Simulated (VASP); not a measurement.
Here is a VASP 6.6.1 calculation.

POSCAR

```
CuO
1.0
    3.4220509700      0.0000000000      0.0000000000
    0.0000000000      3.4220509700      0.0000000000
    0.0000000000      0.0000000000      4.2604614800
Cu O
2 2
Direct
    0.0000000000      0.5000000000      0.0000000000
    0.5000000000      0.0000000000      0.5000000000
    0.0000000000      0.0000000000      0.2500000000
    0.0000000000      0.0000000000      0.7500000000
```

Contents of INCAR.step1:

```
SYSTEM = CuO
  PREC = Accurate
  ENCUT = 520
  EDIFF = 1E-5
  ISMEAR = -1
  SIGMA = 0.05
  LREAL = .False.
  LASPH = .True.
  NELM = 80
  ALGO = Normal
  ISIF = 2
  LWAVE = .True.
  LCHARG = .False.
  GGA = PE
  NBANDS = 25
```

File INCAR.step2:

```
SYSTEM = CuO
  PREC = Accurate
  ENCUT = 520
  EDIFF = 1E-6
  ISMEAR = -1
  SIGMA = 0.05
  LREAL = .False.
  LASPH = .True.
  NELM = 80
  ALGO = Normal
  ISIF = 2
  LWAVE = .False.
  LCHARG = .False.
  METAGGA = R2SCAN
  LHFCALC = .True.
  AEXX = 0.1
  LMIXTAU = .True.
  PRECFOCK = Normal
  ISTART = 1
  NBANDS = 25
```

KPOINTS

```
regular mesh
0
Gamma
  5 5 4
  0 0 0
```

Potentials or basis: VASP PAW PBE potentials, release 64 (Cu, O).

Command:

```console
$ cat potpaw_PBE.64/Cu/POTCAR potpaw_PBE.64/O/POTCAR > POTCAR
$ cp INCAR.step1 INCAR
$ mpirun -np 1 vasp_std > vasp.out
$ cp INCAR.step2 INCAR
$ mpirun -np 1 vasp_std > vasp.out
```

(1) Predict the band gap on the k mesh.

(2) Estimate the pressure.

## Answers

(1) zero (bands 17 and 18 overlap by 2.07 eV).

(2) -7.5 GPa.

Caveat: the k points lie up to 0.37 Å⁻¹ apart, too coarse for converged energies and pressures of a metal; the PAW data sets were made with another functional, which shifts forces and pressure a little.
